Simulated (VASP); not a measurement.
# BeTe (P6/mmm) in VASP: further runs

Runs on BeTe. Level: PBE. Tasks: single point.

Everything below comes from runs of VASP 6.6.1. Logs are shortened: lines on timing, memory, paths and dates and some standing lists are left out, and cuts for length are marked.

### Step 1. The cell of the first run

Symmetry: P6/mmm, No. 191, hexagonal system. Conventional cell: a = 3.127 Å, b = 3.127 Å, c = 5.045 Å, α = 90.00°, β = 90.00°, γ = 120.00°. Be (site symmetry 6/mmm) has 2 Te at 2.52 Å and 6 Be at 3.13 Å within 3.3 Å. Within 3.3 Å of Te (site symmetry 6/mmm) lie 2 Be at 2.52 Å and 6 Te at 3.13 Å.

### Step 2. Single point, PBE

Input file INCAR:

```
PREC = Accurate
ENCUT = 600
EDIFF = 1E-6
ISMEAR = 0
SIGMA = 0.2
LREAL = F
LASPH = T
NELM = 120
ALGO = Normal
ISIF = 2
LWAVE = F
LCHARG = T
GGA = PE
LELF = T
LVHAR = T
NBANDS = 11
GGA_COMPAT = F
```

Input file KPOINTS:

```
regular mesh
0
Gamma
  7 7 3
```

Input file POSCAR:

```
BeTe
1.0
    3.1265058535      0.0000000000      0.0000000000
   -1.5632529268      2.7076334942      0.0000000000
    0.0000000000      0.0000000000      5.0445204439
Be Te
1 1
Direct
    0.0000000000      0.0000000000      0.5000000000
    0.0000000000      0.0000000000      0.0000000000
```

Potentials or basis: VASP PAW PBE potentials, release 64 (Be, Te).

Launch:

```
> cat potpaw_PBE.64/Be/POTCAR potpaw_PBE.64/Te/POTCAR > POTCAR
> mpirun -np 1 vasp_std > vasp.out
```

OUTCAR:

```text
PREC = Accurate
   ENCUT = 600
   EDIFF = 1E-6
   ISMEAR = 0
   LREAL = F
   LASPH = T
   NELM = 120
   ISIF = 2
   GGA = PE

 ion  position               nearest neighbor table
   1  0.000  0.000  0.500-   2 2.52   2 2.52
   2  0.000  0.000  0.000-   1 2.52   1 2.52

  LATTYP: Found a hexagonal cell.
 ALAT       =     3.1265058535
 C/A-ratio  =     1.6134690547

  Lattice vectors:

 A1 = (   3.1265058535,   0.0000000000,   0.0000000000)
 A2 = (  -1.5632529268,   2.7076334942,   0.0000000000)
 A3 = (   0.0000000000,   0.0000000000,   5.0445204439)

Analysis of symmetry for initial positions (statically):
=====================================================================
 Subroutine PRICEL returns:
 Original cell was already a primitive cell.

 Routine SETGRP: Setting up the symmetry group for a
 hexagonal supercell.

 Subroutine GETGRP returns: Found 24 space group operations
 (whereof 24 operations were pure point group operations)
 out of a pool of 24 trial point group operations.

The static configuration has the point symmetry D_6h.

Analysis of symmetry for dynamics (positions and initial velocities):
=====================================================================
 Subroutine PRICEL returns:
 Original cell was already a primitive cell.

 Routine SETGRP: Setting up the symmetry group for a
 hexagonal supercell.

 Subroutine GETGRP returns: Found 24 space group operations
 (whereof 24 operations were pure point group operations)
 out of a pool of 24 trial point group operations.

The dynamic configuration has the point symmetry D_6h.

 Subroutine INISYM returns: Found 24 space group operations
 (whereof 24 operations are pure point group operations),
 and found     1 'primitive' translations

----------------------------------------------------------------------------------------

                                     Primitive cell

  volume of cell :      42.7040

  direct lattice vectors                    reciprocal lattice vectors
     3.126505853  0.000000000  0.000000000     0.319845875  0.184663102  0.000000000
    -1.563252927  2.707633494  0.000000000     0.000000000  0.369326204  0.000000000
     0.000000000  0.000000000  5.044520444     0.000000000  0.000000000  0.198234899

  length of vectors
     3.126505853  3.126505854  5.044520444     0.369326204  0.369326204  0.198234899

  position of ions in fractional coordinates (direct lattice)
     0.000000000  0.000000000  0.500000000
     0.000000000  0.000000000  0.000000000

  ion indices of the primitive-cell ions
   primitive index   ion index
                 1           1
                 2           2

----------------------------------------------------------------------------------------

 KPOINTS: regular mesh

Automatic generation of k-mesh.
 Grid dimensions read from file:
 generate k-points for:    7    7    3

 Generating k-lattice:

  Cartesian coordinates                     Fractional coordinates (reciprocal lattice)
     0.045692268  0.026380443  0.000000000     0.142857143  0.000000000  0.000000000
     0.000000000  0.052760886  0.000000000     0.000000000  0.142857143  0.000000000
     0.000000000  0.000000000  0.066078300     0.000000000  0.000000000  0.333333333

  Length of vectors
     0.052760886  0.052760886  0.066078300

  Shift w.r.t. Gamma in fractional coordinates (k-lattice)
     0.000000000  0.000000000  0.000000000

 Subroutine IBZKPT returns following result:
 ===========================================

 Found     16 irreducible k-points:

 Following reciprocal coordinates:
            Coordinates               Weight
  0.000000  0.000000  0.000000      1.000000
  0.142857  0.000000  0.000000      6.000000
  0.285714  0.000000  0.000000      6.000000
  0.428571 -0.000000  0.000000      6.000000
  0.142857  0.142857  0.000000      6.000000
  0.285714  0.142857  0.000000     12.000000
[... 8 lines left out ...]
  0.428571  0.142857  0.333333     12.000000
  0.285714  0.285714  0.333333     12.000000
   k-points           NKPTS =     16   k-points in BZ     NKDIM =     16   number of bands    NBANDS=     11
   number of dos      NEDOS =    301   number of ions     NIONS =      2
   total plane-waves  NPLWV =  31360
   dimension x,y,z NGX =    28 NGY =   28 NGZ =   40
   dimension x,y,z NGXF=    56 NGYF=   56 NGZF=   80
   ions per type =               1   1
   NGX,Y,Z   is equivalent  to a cutoff of  14.89, 14.89, 13.18 a.u.
   NGXF,Y,Z  is equivalent  to a cutoff of  29.78, 29.78, 26.36 a.u.
 SYSTEM =  unknown system
   PREC   = accura    normal or accurate (medium, high low for compatibility)
   ISTART =      0    job   : 0-new  1-cont  2-samecut
   ICHARG =      2    charge: 1-file 2-atom 10-const
   ISPIN  =      1    spin polarized calculation?
   LNONCOLLINEAR =      F non collinear calculations
   LSORBIT =      F    spin-orbit coupling
   LASPH  =      T    aspherical Exc in radial PAW
   ENCUT  =  600.0 eV  44.10 Ry    6.64 a.u.   6.24  6.24 10.08*2*pi/ulx,y,z
   NELM   =    120;   NELMIN=  2; NELMDL= -5     # of ELM steps
   EDIFF  = 0.1E-05   stopping-criterion for ELM
   LREAL  =      F    real-space projection
   EDIFFG = 0.1E-04   stopping-criterion for IOM
   NSW    =      0    number of steps for IOM
   IBRION =     -1    ionic relax: 0-MD 1-quasi-New 2-CG
   NFREE  =      0    steps in history (QN), initial steepest desc. (CG)
   ISIF   =      2    stress and relaxation
   ISYM   =      2    0-nonsym 1-usesym 2-fastsym
   POTIM  = 0.5000    time-step for ionic-motion
   TEBEG  =    0.0;   TEEND  =   0.0 temperature during run
   PSTRESS=    0.0 pullay stress
   NELECT =       8.0000    total number of electrons
   NUPDOWN=      -1.0000    fix difference up-down
   EMIN   =  10.00;   EMAX   =-10.00  energy-range for DOS
   EFERMI =   0.00;   METHOD = LEGACY
   ISMEAR =     0;   SIGMA  =   0.20  broadening in eV -4-tet -1-fermi 0-gaus
   EFERMI_NEDOS =   21; number of points for ismear=-14 and -15
   IALGO  =     38    algorithm
   IMIX   =      4    mixing-type and parameters
     AMIX     =   0.40;   BMIX     =  1.00
     AMIX_MAG =   1.60;   BMIX_MAG =  1.00
  volume/ion in A,a.u.               =      21.35       144.09
  Fermi-wavevector in a.u.,A,eV,Ry     =   0.936732  1.770166 11.938650  0.877466
  Thomas-Fermi vector in A             =   2.063771
   LORBIT       =      0    0 simple, 1 ext, 2 COOP (PROOUT), +10 PAW based schemes
   GGA     = PE    functional components
   LHFCALC =     F    Hartree Fock is set to
   AEXX    =    0.0000 exact exchange contribution
   IVDW    =     0    specifies the selected vdW correction
   LEPSILON=     F    determine dielectric tensor
   LRPA    =     F    only Hartree local field effects (RPA)
 non-spin polarized calculation
 Gauss-broadening in eV      SIGMA  =   0.20
  energy-cutoff  :      600.00
  volume of cell :       42.70
 maximum number of plane-waves:      1454
 NGX is ok and might be reduce to    28
   NGX = 13   NGY = 13   NGZ = 21

 number of electron       8.0000001 magnetization

 Free energy of the ion-electron system (eV)
  ---------------------------------------------------
  ext. energy  EPLUGINS =         0.00000000
  ---------------------------------------------------
  free energy    TOTEN  =        -5.10535910 eV

  energy without entropy =       -5.06736237  energy(sigma->0) =       -5.08636073

 E-fermi :   6.5289     XC(G=0):  -9.5683

 val. band max:        6.4620476539   @ k =   0.2857   0.2857   0.3333
 cond. band min:       6.5651723298   @ k =   0.1429   0.1429   0.3333
 fundamental gap:      0.1031246759
 Fermi energy:         6.5288653063

 k-point     1 :       0.0000    0.0000    0.0000
  band No.  band energies     occupation
      1      -7.9295      2.00000
      2       0.6193      2.00000
      3       2.8266      2.00000
      4      10.1367      0.00000
      5      10.1367      0.00000
      6      15.0898      0.00000
      7      15.1044      0.00000
      8      15.1044      0.00000
      9      15.7054      0.00000
     10      16.8696      0.00000
     11      16.8696      0.00000

 k-point     2 :       0.1429    0.0000    0.0000
  band No.  band energies     occupation
      1      -7.5331      2.00000
      2       0.9685      2.00000
      3       3.1641      2.00000
      4       7.4946      0.00000
      5       9.3023      0.00000
      6      13.7855      0.00000
      7      14.4938      0.00000
      8      14.5571      0.00000
      9      15.1397      0.00000
     10      16.7828      0.00000
     11      17.8009      0.00000

 k-point     3 :       0.2857    0.0000    0.0000
  band No.  band energies     occupation
      1      -6.3857      2.00000
      2       1.9214      2.00000
      3       3.4535      2.00000
      4       4.2309      2.00000
      5       7.9822      0.00000
      6      11.0638      0.00000
      7      12.7550      0.00000
      8      12.9013      0.00000
      9      13.6268      0.00000
     10      16.3354      0.00000
     11      18.7219      0.00000

 k-point     4 :       0.4286   -0.0000    0.0000
  band No.  band energies     occupation
      1      -4.8218      2.00000
      2       0.3466      2.00000
      3       3.0060      2.00000
      4       5.8627      2.00000
      5       7.1816      0.00000
      6       8.2898      0.00000
      7      10.3551      0.00000
      8      12.1531      0.00000
      9      13.0403      0.00000
     10      16.8354      0.00000
     11      18.0771      0.00000
[... 127 lines left out ...]
 k-point    14 :       0.2857    0.1429    0.3333
  band No.  band energies     occupation
      1      -5.2928      2.00000
      2       1.6861      2.00000
      3       2.0767      2.00000
      4       5.6162      2.00000
      5       6.6294      0.47731
      6       9.2466      0.00000
      7      10.6090      0.00000
      8      13.2179      0.00000
      9      14.7603      0.00000
     10      15.5274      0.00000
     11      17.2877      0.00000

 k-point    15 :       0.4286    0.1429    0.3333
  band No.  band energies     occupation
      1      -4.2121      2.00000
      2       0.2648      2.00000
      3       2.7979      2.00000
      4       5.0862      2.00000
      5       5.6264      2.00000
      6       9.1777      0.00000
      7      10.5536      0.00000
      8      13.1950      0.00000
      9      13.9696      0.00000
     10      15.4475      0.00000
     11      16.8431      0.00000

 k-point    16 :       0.2857    0.2857    0.3333
  band No.  band energies     occupation
      1      -4.0565      2.00000
      2       1.2870      2.00000
      3       2.8343      2.00000
      4       2.9398      2.00000
      5       6.4620      1.36341
      6       7.8972      0.00000
      7      10.1385      0.00000
      8      13.8722      0.00000
      9      14.5837      0.00000
     10      15.3390      0.00000
     11      19.1962      0.00000

------------------------ aborting loop because EDIFF is reached ----------------------------------------

  FORCE on cell =-STRESS in cart. coord.  units (eV):
  Direction    XX          YY          ZZ          XY          YZ          ZX
  --------------------------------------------------------------------------------------
  -------------------------------------------------------------------------------------
  Total        0.0242740      0.0242740     -0.0314846     -0.0000000      0.0000000     -0.0000000
  in kB        0.9107173      0.9107173     -1.1812429     -0.0000000      0.0000000     -0.0000000
  external PRESSURE =       0.2133973 kB  Pullay stress =       0.0000000 kB

 VOLUME and BASIS-vectors are now :
 -----------------------------------------------------------------------------
  energy-cutoff  :      600.00
  volume of cell :       42.70
      direct lattice vectors                 reciprocal lattice vectors
     3.126505853  0.000000000  0.000000000     0.319845875  0.184663102  0.000000000
    -1.563252927  2.707633494  0.000000000     0.000000000  0.369326204  0.000000000
     0.000000000  0.000000000  5.044520444     0.000000000  0.000000000  0.198234899

 POSITION                                       TOTAL-FORCE (eV/Angst)
 -----------------------------------------------------------------------------------
      0.00000      0.00000      2.52226         0.000000      0.000000      0.000000
      0.00000      0.00000      0.00000        -0.000000      0.000000      0.000000
 -----------------------------------------------------------------------------------
    total drift:                                0.000000      0.000000     -0.000000

  FREE ENERGIE OF THE ION-ELECTRON SYSTEM (eV)
  ---------------------------------------------------
  free  energy   TOTEN  =        -5.1053590968 eV

  energy  without entropy=       -5.0673623699  energy(sigma->0) =       -5.08636073
```

Run time: 6.1 s. Hardware: 1 thread of Intel Xeon Platinum 8488C (Sapphire Rapids), shared host; peak memory 0.17 GiB.

Results:

```
Free energy            : -5.1054 eV
Pressure               : 0.0 GPa
Band gap on the k mesh : zero (band 4 reaches 10.39 eV, above the bottom of band 5 at 5.44 eV)
```

Stress tensor (GPa, compression positive):
```
 0.09  0.00  0.00
 0.00  0.09  0.00
 0.00  0.00 -0.12
```

Caveat: the k points lie up to 0.42 Å⁻¹ apart; spin-orbit coupling is left out, which moves the levels of the heavy elements.

### Step 3. Single point, PBE

This run uses another cell than the first one, of 21.10 Å³/atom, 0.988 times its volume.

Input file INCAR:

```
PREC = Accurate ; ENCUT = 600
EDIFF = 1E-6 ; ISMEAR = 0
SIGMA = 0.2 ; LREAL = F
LASPH = T ; NELM = 120
ALGO = Normal ; ISIF = 2
LWAVE = F ; LCHARG = F
GGA = PE ; NBANDS = 11
GGA_COMPAT = F
```

Input file KPOINTS:

```
Automatic mesh
0
Gamma
  6 6 4
```

Input file POSCAR:

```
BeTe
1.0
    3.0737976667     -0.0000000026      0.0000000000
   -1.5368988311      2.6619868668      0.0000000000
    0.0000000000      0.0000000000      5.1585432422
Be Te
1 1
Direct
    0.0000000000      0.0000000000      0.0000000000
    0.0000000000      0.0000000000      0.5000000000
```

Potentials or basis: VASP PAW PBE potentials, release 64 (Be, Te).

Launch:

```
> cat potpaw_PBE.64/Be/POTCAR potpaw_PBE.64/Te/POTCAR > POTCAR
> mpirun -np 1 vasp_std > vasp.out
```

It took 7.5 s on 1 thread of Intel Xeon Platinum 8488C (Sapphire Rapids), shared host; peak memory 0.17 GiB.

Results (log left out):

- Free energy: -5.1219 eV
- Pressure: 0.1 GPa
- Band gap on the k mesh: zero (band 4 reaches 10.77 eV, above the bottom of band 5 at 6.14 eV)

Stress tensor (GPa, compression positive):
```
 0.14  0.00  0.00
 0.00  0.14  0.00
 0.00  0.00 -0.05
```

Levels at points of the mesh, in eV from the Fermi level:
| k point | band 2 | band 3 | band 4 | band 5 | band 6 | band 7 |
| --- | --- | --- | --- | --- | --- | --- |
| (0.00, 0.00, 0.00) | -5.92 | -3.74 | 4.11 | 4.11 | 7.99 | 9.12 |
| (0.50, 0.00, 0.00) | -7.04 | -3.04 | 0.18 | 0.75 | 1.02 | 3.38 |
| (0.00, 0.00, 0.50) | -7.34 | 1.09 | 1.55 | 4.37 | 4.37 | 8.19 |
| (0.50, 0.00, 0.50) | -6.88 | -3.72 | -1.27 | 0.94 | 4.27 | 5.20 |

Caveat: the k points lie up to 0.39 Å⁻¹ apart; spin-orbit coupling is left out, which moves the levels of the heavy elements.

### Step 4. Single point, PBE

This run uses another cell than the first one, of 21.78 Å³/atom, 1.020 times its volume.

Input file INCAR:

```
PREC = Accurate
ENCUT = 600
EDIFF = 1E-6
ISMEAR = 0
SIGMA = 0.2
LREAL = F
LASPH = T
NELM = 120
ALGO = Normal
ISIF = 2
LWAVE = F
LCHARG = F
GGA = PE
NBANDS = 11
GGA_COMPAT = F
```

Input file KPOINTS:

```
regular mesh
0
Gamma
  8 8 3
```

Input file POSCAR:

```
BeTe
1.0
    3.2633974641      0.0000000035      0.0000000000
   -1.6316987351      2.8261851048      0.0000000000
    0.0000000000      0.0000000000      4.7232319546
Be Te
1 1
Direct
    0.0000000000      0.0000000000      0.4982175672
    0.0000000000      0.0000000000      0.9982282628
```

Launch:

```
> cat potpaw_PBE.64/Be/POTCAR potpaw_PBE.64/Te/POTCAR > POTCAR
> mpirun -np 1 vasp_std > vasp.out
```

Wall time 6.4 s (1 thread of Intel Xeon Platinum 8488C (Sapphire Rapids), shared host); peak memory 0.18 GiB.

Results (log left out):

* Free energy: -5.0905 eV
* Pressure: 0.2 GPa
* Band gap on the k mesh: zero (band 4 reaches 9.01 eV, above the bottom of band 5 at 5.49 eV)

Stress tensor (GPa, compression positive):
```
0.08 0.00 0.00
0.00 0.08 0.00
0.00 0.00 0.34
```

Levels at points of the mesh, in eV from the Fermi level:
```tsv
k point	band 1	band 2	band 3	band 4	band 5	band 6	band 7	band 8	band 9
(0.00, 0.00, 0.00)	-13.99	-5.79	-2.88	2.30	2.30	7.91	7.97	7.97	9.59
(0.50, 0.00, 0.00)	-11.25	-6.31	-3.88	-0.12	0.75	1.04	3.92	5.00	6.15
```

Caveat: the k points lie up to 0.44 Å⁻¹ apart; spin-orbit coupling is left out, which moves the levels of the heavy elements.

### Step 5. Summary

```csv
cell,k mesh,gap on the mesh (eV),pressure (GPa)
"a = 3.127, b = 3.127, c = 5.045 Å, angles 90.0, 90.0, 120.0°, 2 atoms",7 × 7 × 3,none,0.0
"a = 3.074, b = 3.074, c = 5.159 Å, angles 90.0, 90.0, 120.0°, 2 atoms",6 × 6 × 4,none,0.1
"a = 3.263, b = 3.263, c = 4.723 Å, angles 90.0, 90.0, 120.0°, 2 atoms",8 × 8 × 3,none,0.2
```

Alike in all rows: task single point; level PBE; potentials or basis VASP PAW PBE potentials, release 64 (Be, Te); no spin polarisation; cutoff (eV) 600; smearing gaussian 0.2 eV.

Caveats: all runs use coarse meshes; spin-orbit coupling is left out, which moves the levels of the heavy elements.

Total energies depend on the potentials used, so only differences within one code and one set of settings carry meaning.
